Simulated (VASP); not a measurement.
# MgB2 in VASP: notebook

The runs below take MgB2 through single point, with PBE.

Everything below comes from runs of VASP 6.6.1. Logs are shortened: lines on timing, memory, paths and dates and some standing lists are left out, and cuts for length are marked.

## 1. The cell of the first run

It takes space group P6/mmm (No. 191, hexagonal). The conventional cell has a = 3.085 Å, b = 3.085 Å, c = 3.523 Å, α = 90.00°, β = 90.00°, γ = 120.00°. Within 3.3 Å of Mg (site symmetry 6/mmm) lie 12 B at 2.51 Å and 6 Mg at 3.08 to 3.09 Å. B (site symmetry -6m2) has 3 B at 1.78 Å within 2.4 Å.

## 2. Single point, PBE

INCAR

```
PREC     = Accurate       # precision mode
ENCUT    = 600            # plane-wave cutoff, eV
EDIFF    = 1E-6           # SCF threshold, eV
ISMEAR   = -1             # smearing method
SIGMA    = 0.05           # smearing width, eV
LREAL    = F              # projectors in reciprocal space
LASPH    = T              # aspherical terms in the spheres
NELM     = 120            # most SCF steps
ALGO     = Normal         # electronic algorithm
ISIF     = 2              # what is computed and relaxed
LWAVE    = F              # write WAVECAR
LCHARG   = F              # write CHGCAR
GGA      = PE             # functional
NBANDS   = 11             # bands
GGA_COMPAT= F
```

KPOINTS

```
Automatic mesh
0
Gamma
  5 5 4
```

POSCAR

```
MgB2
1.0
    3.0850000000      0.0000000000      0.0000000000
   -1.5425000000      2.6716900000      0.0000000000
    0.0000000000      0.0000000000      3.5230000000
Mg B
1 2
Direct
    0.0000000000      0.0000000000      0.0000000000
    0.3333333333      0.6666666667      0.5000000000
    0.6666666667      0.3333333333      0.5000000000
```

Potentials or basis: VASP PAW PBE potentials, release 64 (Mg, B).

Run with:

```
> cat potpaw_PBE.64/Mg/POTCAR potpaw_PBE.64/B/POTCAR > POTCAR
> mpirun -np 1 vasp_std > vasp.out
```

OUTCAR:

```text
PREC = Accurate
   ENCUT = 600
   EDIFF = 1E-6
   ISMEAR = -1
   LREAL = F
   LASPH = T
   NELM = 120
   ISIF = 2
   GGA = PE

 ion  position               nearest neighbor table
   1  0.000  0.000  0.000-   2 2.51   3 2.51   2 2.51   3 2.51   3 2.51   3 2.51   2 2.51   2 2.51
                             3 2.51   3 2.51   2 2.51   2 2.51
   2  0.333  0.667  0.500-   3 1.78   3 1.78   3 1.78   1 2.51   1 2.51   1 2.51   1 2.51   1 2.51
                             1 2.51
   3  0.667  0.333  0.500-   2 1.78   2 1.78   2 1.78   1 2.51   1 2.51   1 2.51   1 2.51   1 2.51
                             1 2.51

  LATTYP: Found a hexagonal cell.
 ALAT       =     3.0850000000
 C/A-ratio  =     1.1419773096

  Lattice vectors:

 A1 = (   3.0850000000,   0.0000000000,   0.0000000000)
 A2 = (  -1.5425000000,   2.6716900000,   0.0000000000)
 A3 = (   0.0000000000,   0.0000000000,   3.5230000000)

Analysis of symmetry for initial positions (statically):
=====================================================================
 Subroutine PRICEL returns:
 Original cell was already a primitive cell.

 Routine SETGRP: Setting up the symmetry group for a
 hexagonal supercell.

 Subroutine GETGRP returns: Found 24 space group operations
 (whereof 24 operations were pure point group operations)
 out of a pool of 24 trial point group operations.

The static configuration has the point symmetry D_6h.

Analysis of symmetry for dynamics (positions and initial velocities):
=====================================================================
 Subroutine PRICEL returns:
 Original cell was already a primitive cell.

 Routine SETGRP: Setting up the symmetry group for a
 hexagonal supercell.

 Subroutine GETGRP returns: Found 24 space group operations
 (whereof 24 operations were pure point group operations)
 out of a pool of 24 trial point group operations.

The dynamic configuration has the point symmetry D_6h.

 Subroutine INISYM returns: Found 24 space group operations
 (whereof 24 operations are pure point group operations),
 and found     1 'primitive' translations

----------------------------------------------------------------------------------------

                                     Primitive cell

  volume of cell :      29.0371

  direct lattice vectors                    reciprocal lattice vectors
     3.085000000  0.000000000  0.000000000     0.324149109  0.187147461  0.000000000
    -1.542500000  2.671690000  0.000000000     0.000000000  0.374294922  0.000000000
     0.000000000  0.000000000  3.523000000     0.000000000  0.000000000  0.283848992

  length of vectors
     3.085000000  3.085001411  3.523000000     0.374295093  0.374294922  0.283848992

  position of ions in fractional coordinates (direct lattice)
     0.000000000  0.000000000  0.000000000
     0.333333333  0.666666667  0.500000000
     0.666666667  0.333333333  0.500000000

  ion indices of the primitive-cell ions
   primitive index   ion index
                 1           1
                 2           2
                 3           3

----------------------------------------------------------------------------------------

 KPOINTS: Automatic mesh

Automatic generation of k-mesh.
 Grid dimensions read from file:
 generate k-points for:    5    5    4

 Generating k-lattice:

  Cartesian coordinates                     Fractional coordinates (reciprocal lattice)
     0.064829822  0.037429492  0.000000000     0.200000000  0.000000000  0.000000000
     0.000000000  0.074858984  0.000000000     0.000000000  0.200000000  0.000000000
     0.000000000  0.000000000  0.070962248     0.000000000  0.000000000  0.250000000

  Length of vectors
     0.074859019  0.074858984  0.070962248

  Shift w.r.t. Gamma in fractional coordinates (k-lattice)
     0.000000000  0.000000000  0.000000000

 Subroutine IBZKPT returns following result:
 ===========================================

 Found     15 irreducible k-points:

 Following reciprocal coordinates:
            Coordinates               Weight
  0.000000  0.000000  0.000000      1.000000
  0.200000  0.000000  0.000000      6.000000
  0.400000  0.000000  0.000000      6.000000
  0.200000  0.200000  0.000000      6.000000
  0.400000  0.200000  0.000000      6.000000
  0.000000  0.000000  0.250000      2.000000
  0.200000  0.000000  0.250000     12.000000
  0.400000  0.000000  0.250000     12.000000
  0.200000  0.200000  0.250000     12.000000
  0.400000  0.200000  0.250000     12.000000
  0.000000  0.000000  0.500000      1.000000
  0.200000  0.000000  0.500000      6.000000
  0.400000  0.000000  0.500000      6.000000
  0.200000  0.200000  0.500000      6.000000
  0.400000  0.200000  0.500000      6.000000
   k-points           NKPTS =     15   k-points in BZ     NKDIM =     15   number of bands    NBANDS=     11
   number of dos      NEDOS =    301   number of ions     NIONS =      3
   total plane-waves  NPLWV =  21952
   dimension x,y,z NGX =    28 NGY =   28 NGZ =   28
   dimension x,y,z NGXF=    56 NGYF=   56 NGZF=   56
   ions per type =               1   2
   NGX,Y,Z   is equivalent  to a cutoff of  15.09, 15.09, 13.21 a.u.
   NGXF,Y,Z  is equivalent  to a cutoff of  30.18, 30.18, 26.43 a.u.
 SYSTEM =  unknown system
   PREC   = accura    normal or accurate (medium, high low for compatibility)
   ISTART =      0    job   : 0-new  1-cont  2-samecut
   ICHARG =      2    charge: 1-file 2-atom 10-const
   ISPIN  =      1    spin polarized calculation?
   LNONCOLLINEAR =      F non collinear calculations
   LSORBIT =      F    spin-orbit coupling
   LASPH  =      T    aspherical Exc in radial PAW
   ENCUT  =  600.0 eV  44.10 Ry    6.64 a.u.   6.16  6.16  7.04*2*pi/ulx,y,z
   NELM   =    120;   NELMIN=  2; NELMDL= -5     # of ELM steps
   EDIFF  = 0.1E-05   stopping-criterion for ELM
   LREAL  =      F    real-space projection
   EDIFFG = 0.1E-04   stopping-criterion for IOM
   NSW    =      0    number of steps for IOM
   IBRION =     -1    ionic relax: 0-MD 1-quasi-New 2-CG
   NFREE  =      0    steps in history (QN), initial steepest desc. (CG)
   ISIF   =      2    stress and relaxation
   ISYM   =      2    0-nonsym 1-usesym 2-fastsym
   POTIM  = 0.5000    time-step for ionic-motion
   TEBEG  =    0.0;   TEEND  =   0.0 temperature during run
   PSTRESS=    0.0 pullay stress
   NELECT =       8.0000    total number of electrons
   NUPDOWN=      -1.0000    fix difference up-down
   EMIN   =  10.00;   EMAX   =-10.00  energy-range for DOS
   EFERMI =   0.00;   METHOD = LEGACY
   ISMEAR =    -1;   SIGMA  =   0.05  broadening in eV -4-tet -1-fermi 0-gaus
   EFERMI_NEDOS =   21; number of points for ismear=-14 and -15
   IALGO  =     38    algorithm
   IMIX   =      4    mixing-type and parameters
     AMIX     =   0.40;   BMIX     =  1.00
     AMIX_MAG =   1.60;   BMIX_MAG =  1.00
  volume/ion in A,a.u.               =       9.68        65.32
  Fermi-wavevector in a.u.,A,eV,Ry     =   1.065255  2.013040 15.439456  1.134768
  Thomas-Fermi vector in A             =   2.200800
   LORBIT       =      0    0 simple, 1 ext, 2 COOP (PROOUT), +10 PAW based schemes
   GGA     = PE    functional components
   LHFCALC =     F    Hartree Fock is set to
   AEXX    =    0.0000 exact exchange contribution
   IVDW    =     0    specifies the selected vdW correction
   LEPSILON=     F    determine dielectric tensor
   LRPA    =     F    only Hartree local field effects (RPA)
 non-spin polarized calculation
  energy-cutoff  :      600.00
  volume of cell :       29.04
 maximum number of plane-waves:       986
 NGX is ok and might be reduce to    28
   NGX = 13   NGY = 13   NGZ = 15

 number of electron       8.0000000 magnetization

 Free energy of the ion-electron system (eV)
  ---------------------------------------------------
  ext. energy  EPLUGINS =         0.00000000
  ---------------------------------------------------
  free energy    TOTEN  =       -15.33503580 eV

  energy without entropy =      -15.32920032  energy(sigma->0) =      -15.33211806

 E-fermi :   5.4751     XC(G=0): -10.9112

 val. band max:        5.1750060491   @ k =   0.4000   0.0000   0.5000
 cond. band min:       5.5590923559   @ k =   0.4000   0.2000   0.2500
 fundamental gap:      0.3840863068
 Fermi energy:         5.4751159399

 k-point     1 :       0.0000    0.0000    0.0000
  band No.  band energies     occupation
      1      -7.1567      2.00000
      2       2.3259      2.00000
      3       5.6120      0.12163
      4       5.6120      0.12163
      5       6.9207      0.00000
      6      11.5527      0.00000
      7      11.5527      0.00000
      8      13.3331      0.00000
      9      15.1868      0.00000
     10      17.9122      0.00000
     11      21.4107      0.00000

 k-point     2 :       0.2000    0.0000    0.0000
  band No.  band energies     occupation
      1      -6.4660      2.00000
      2       2.9039      2.00000
      3       2.9972      2.00000
      4       4.4343      2.00000
      5       7.5513      0.00000
      6      10.8713      0.00000
      7      13.0305      0.00000
      8      14.1059      0.00000
      9      14.4641      0.00000
     10      19.5402      0.00000
     11      19.8327      0.00000

 k-point     3 :       0.4000    0.0000    0.0000
  band No.  band energies     occupation
      1      -4.4501      2.00000
      2      -1.1237      2.00000
      3       3.2433      2.00000
      4       4.8182      2.00000
      5       8.9479      0.00000
      6       9.2764      0.00000
      7      10.2522      0.00000
      8      13.1245      0.00000
      9      18.0285      0.00000
     10      18.4958      0.00000
     11      19.5820      0.00000
[... 141 lines left out ...]
 k-point    14 :       0.2000    0.2000    0.5000
  band No.  band energies     occupation
      1      -4.0152      2.00000
      2       0.1363      2.00000
      3       1.4932      2.00000
      4       2.3855      2.00000
      5       6.6995      0.00000
      6      11.3623      0.00000
      7      13.5739      0.00000
      8      14.8694      0.00000
      9      17.1673      0.00000
     10      19.0736      0.00000
     11      20.4586      0.00000

 k-point    15 :       0.4000    0.2000    0.5000
  band No.  band energies     occupation
      1      -1.8762      2.00000
      2      -1.2593      2.00000
      3       1.4329      2.00000
      4       2.2653      2.00000
      5       3.9664      2.00000
      6       9.8389      0.00000
      7      13.7626      0.00000
      8      18.5328      0.00000
      9      18.6496      0.00000
     10      18.7840      0.00000
     11      18.9985      0.00000

------------------------ aborting loop because EDIFF is reached ----------------------------------------

  FORCE on cell =-STRESS in cart. coord.  units (eV):
  Direction    XX          YY          ZZ          XY          YZ          ZX
  --------------------------------------------------------------------------------------
  -------------------------------------------------------------------------------------
  Total       -0.3123140     -0.3123144     -0.2239041      0.0000000     -0.0000000      0.0000000
  in kB      -17.2324946    -17.2325156    -12.3543153      0.0000000     -0.0000000      0.0000000
  external PRESSURE =     -15.6064418 kB  Pullay stress =       0.0000000 kB

 VOLUME and BASIS-vectors are now :
 -----------------------------------------------------------------------------
  energy-cutoff  :      600.00
  volume of cell :       29.04
      direct lattice vectors                 reciprocal lattice vectors
     3.085000000  0.000000000  0.000000000     0.324149109  0.187147461  0.000000000
    -1.542500000  2.671690000  0.000000000     0.000000000  0.374294922  0.000000000
     0.000000000  0.000000000  3.523000000     0.000000000  0.000000000  0.283848992

 POSITION                                       TOTAL-FORCE (eV/Angst)
 -----------------------------------------------------------------------------------
      0.00000      0.00000      0.00000         0.000000      0.000000      0.000000
     -0.00000      1.78113      1.76150        -0.000000     -0.000000     -0.000000
      1.54250      0.89056      1.76150         0.000000      0.000000      0.000000
 -----------------------------------------------------------------------------------
    total drift:                                0.000000      0.000000     -0.000000

  FREE ENERGIE OF THE ION-ELECTRON SYSTEM (eV)
  ---------------------------------------------------
  free  energy   TOTEN  =       -15.3350357952 eV

  energy  without entropy=      -15.3292003234  energy(sigma->0) =      -15.33211806
```

Wall time 9.2 s (1 thread of Intel Xeon 6975P-C, shared host); peak memory 0.15 GiB.

Results:

```
Free energy            : -15.3350 eV
Pressure               : -1.6 GPa
Band gap on the k mesh : zero (band 4 reaches 6.05 eV, above the bottom of band 5 at 3.97 eV)
```

Stress tensor (GPa, compression positive):
```
-1.72  0.00  0.00
 0.00 -1.72  0.00
 0.00  0.00 -1.24
```

Caveat: the k points lie up to 0.47 Å⁻¹ apart.

## 3. Single point, PBE

INCAR

```
SYSTEM = MgB2
PREC = Accurate
ENCUT = 600
EDIFF = 1E-6
ISMEAR = -1
SIGMA = 0.05
LREAL = .False.
LASPH = .True.
NELM = 120
ALGO = Normal
ISIF = 2
LWAVE = .False.
LCHARG = .False.
GGA = PE
NBANDS = 11
GGA_COMPAT = .False.
```

KPOINTS

```
Automatic mesh
0
Gamma
  5 5 4
  0 0 0
```

POSCAR, as its differences from that of step 2:

```diff
@@ -9,3 +9,3 @@
     0.0000000000      0.0000000000      0.0000000000
-    0.3333333333      0.6666666667      0.5000000000
+    0.3333333333      0.6666666667      0.5100000000
     0.6666666667      0.3333333333      0.5000000000
```

Potentials or basis: VASP PAW PBE potentials, release 64 (Mg, B).

Run with:

```
> cat potpaw_PBE.64/Mg/POTCAR potpaw_PBE.64/B/POTCAR > POTCAR
> mpirun -np 1 vasp_std > vasp.out
```

OUTCAR:

```text
SYSTEM = MgB2
   PREC = Accurate
   ENCUT = 600
   EDIFF = 1E-6
   ISMEAR = -1
   LREAL = .False.
   LASPH = .True.
   NELM = 120
   ISIF = 2
   GGA = PE

 ion  position               nearest neighbor table
   1  0.000  0.000  0.000-   2 2.48   2 2.48   2 2.48   3 2.51   3 2.51   3 2.51   3 2.51   3 2.51
                             3 2.51   2 2.53   2 2.53   2 2.53
   2  0.333  0.667  0.510-   3 1.78   3 1.78   3 1.78   1 2.48   1 2.48   1 2.48   1 2.53   1 2.53
                             1 2.53
   3  0.667  0.333  0.500-   2 1.78   2 1.78   2 1.78   1 2.51   1 2.51   1 2.51   1 2.51   1 2.51
                             1 2.51

  LATTYP: Found a hexagonal cell.
[... 426 lines left out ...]
  --------------------------------------------------------------------------------------
  -------------------------------------------------------------------------------------
  Total       -0.3031886     -0.3031890     -0.2226769      0.0000000      0.0000000      0.0000000
  in kB      -16.7289848    -16.7290052    -12.2866033      0.0000000      0.0000000      0.0000000
  external PRESSURE =     -15.2481977 kB  Pullay stress =       0.0000000 kB

 VOLUME and BASIS-vectors are now :
 -----------------------------------------------------------------------------
  energy-cutoff  :      600.00
  volume of cell :       29.04
      direct lattice vectors                 reciprocal lattice vectors
     3.085000000  0.000000000  0.000000000     0.324149109  0.187147461  0.000000000
    -1.542500000  2.671690000  0.000000000     0.000000000  0.374294922  0.000000000
     0.000000000  0.000000000  3.523000000     0.000000000  0.000000000  0.283848992

 POSITION                                       TOTAL-FORCE (eV/Angst)
 -----------------------------------------------------------------------------------
      0.00000      0.00000      0.00000         0.000000     -0.000000      0.116607
     -0.00000      1.78113      1.79673         0.000000      0.000000     -0.389808
      1.54250      0.89056      1.76150        -0.000000     -0.000000      0.273201
 -----------------------------------------------------------------------------------
    total drift:                               -0.000000     -0.000000     -0.000037

  FREE ENERGIE OF THE ION-ELECTRON SYSTEM (eV)
  ---------------------------------------------------
  free  energy   TOTEN  =       -15.3281706503 eV

  energy  without entropy=      -15.3223490673  energy(sigma->0) =      -15.32525986
```

It took 9.6 s on 1 thread of Intel Xeon 6975P-C, shared host; peak memory 0.16 GiB.

What came out:

| Quantity | Value |
| --- | --- |
| Free energy | -15.3282 eV |
| Pressure | -1.5 GPa |
| Largest force | 0.390 eV/Å |
| Band gap on the k mesh | zero (band 4 reaches 6.05 eV, above the bottom of band 5 at 3.96 eV) |

Forces on the atoms (eV/Å):
```
Mg   0.000  0.000  0.117
B    0.000  0.000 -0.390
B    0.000  0.000  0.273
```

Stress tensor (GPa, compression positive):
```
-1.67  0.00  0.00
 0.00 -1.67  0.00
 0.00  0.00 -1.23
```

Caveat: the k points lie up to 0.47 Å⁻¹ apart.
